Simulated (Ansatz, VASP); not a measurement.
## KGe2 in VASP and in Ansatz

```
CELL_PARAMETERS angstrom
2.04769 -3.99733 0.00000
2.04769 3.99733 0.00000
0.00000 0.00000 5.19640
ATOMIC_POSITIONS crystal
K 0.00000 0.00000 0.00000
Ge 0.65946 0.34054 0.50000
Ge 0.34054 0.65946 0.50000
```

Alike in both runs: functional PBE; dispersion D3(BJ); k mesh 4 × 4 × 4; occupations gaussian, width 0.1 eV; no spin polarisation.

Ansatz relaxed the structure, and its values are those at the end. VASP's run is a single point on that final structure, the one shown.

|  | VASP | Ansatz |
| --- | --- | --- |
| version | VASP 6.6.1 | Ansatz 0.2.0 |
| potentials or method | VASP PAW PBE potentials, release 64 (K_sv, Ge_d), cutoff 520 eV | scalar-relativistic, plane waves, PAW |
| valence electrons in the cell | 37 | 37 |

```csv
,VASP,Ansatz,Ansatz less VASP
gap on the k mesh at the Fermi level (eV),none,none,-
pressure (GPa),0.2,0.2,0.00
```

A gap of «none» marks a metal or a gap that the smearing closes.

The k mesh is coarse, so the values compare programs but aren't converged.
